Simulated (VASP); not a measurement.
Input of a VASP 6.6.1 run:

Contents of INCAR:

```
  PREC = Accurate
  ENCUT = 520
  EDIFF = 1E-6
  ISMEAR = 0
  SIGMA = 0.15
  LREAL = F
  LASPH = T
  NELM = 100
  ALGO = Fast
  ISIF = 2
  LWAVE = F
  LCHARG = F
  NBANDS = 12
```

The input KPOINTS:

```
Automatic mesh
0
Gamma
  24 24 24
```

POSCAR

```
Cu
1.0
   -1.3892284186      1.3892284186      1.4724432009
    1.3892284186     -1.3892284186      1.4724432009
    1.3892284186      1.3892284186     -1.4724432009
Cu
1
Direct
    0.0000000000      0.0000000000      0.0000000000
```

Potentials or basis: VASP PAW LDA potentials, release 64 (Cu).

Launch:

```bash
$ cat potpaw_LDA.64/Cu/POTCAR > POTCAR
$ mpirun -np 1 vasp_std > vasp.out
```

Task: Estimate the band gap on the k mesh.

Result: Zero (an odd number of electrons rules out a gap without spin polarisation).

Task: Estimate the pressure.

Result: -5.7 GPa.

Stress tensor (GPa, compression positive):
```
-6.04  0.00  0.00
 0.00 -6.04  0.00
 0.00  0.00 -4.92
```

Caveat: the cell stands under tension.
